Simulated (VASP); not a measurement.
Write the native input for VASP 6.6.1 that does the following.

| Quantity | Value |
| --- | --- |
| Task | single point |
| Functional | PBE |
| Potentials or basis | VASP PAW PBE potentials, release 64 (Pb_d, Te) |
| Cutoff | 520 eV |
| k mesh | 5 × 5 × 5 |
| Occupations | fermi-dirac, width 0.05 eV |
| Spin | non-collinear spin, zero start, spin-orbit coupling |
| Starting moments | [[0.0, 0.0, 0.0], [0.0, 0.0, 0.0]] μB |
| Dipole correction | no |
| Further INCAR settings | ALGO = Normal; EDIFF = 1e-07; NBANDS = 32 |

The structure of TePb lies in POSCAR:

```
TePb
1.0
    0.0000000000      3.2824175321      3.2824175321
    3.2824175321      0.0000000000      3.2824175321
    3.2824175321      3.2824175321      0.0000000000
Pb Te
1 1
Direct
    0.0000000000      0.0000000000      0.0000000000
    0.5000000000      0.5000000000      0.5000000000
```

One way to write it, as run:

INCAR

```
  PREC = Accurate
  ENCUT = 520
  EDIFF = 1E-7
  ISMEAR = -1
  SIGMA = 0.05
  LREAL = False
  LASPH = True
  NELM = 150
  ALGO = Normal
  ISIF = 2
  LWAVE = False
  LCHARG = True
  MAGMOM = 0 0 0 0 0 0
  LORBIT = 11
  LSORBIT = True
  GGA_COMPAT = False
  LORBMOM = True
  GGA = PE
  LVHAR = True
  NBANDS = 32
```

KPOINTS

```
Automatic mesh
0
Gamma
  5 5 5
```

Potentials or basis: VASP PAW PBE potentials, release 64 (Pb_d, Te).

Launch:

```bash
$ cat potpaw_PBE.64/Pb_d/POTCAR potpaw_PBE.64/Te/POTCAR > POTCAR
$ mpirun -np 1 vasp_ncl > vasp.out
```

It gave:

The pressure is 0.0 GPa, the net moment is 0.00 μB per cell and the valence electrons inside the program's atomic spheres are Pb 11.86; Te 3.37.

Wall time 2.3 min on 1 thread of Intel Xeon 8259CL (shared host), peak memory 0.39 GiB.
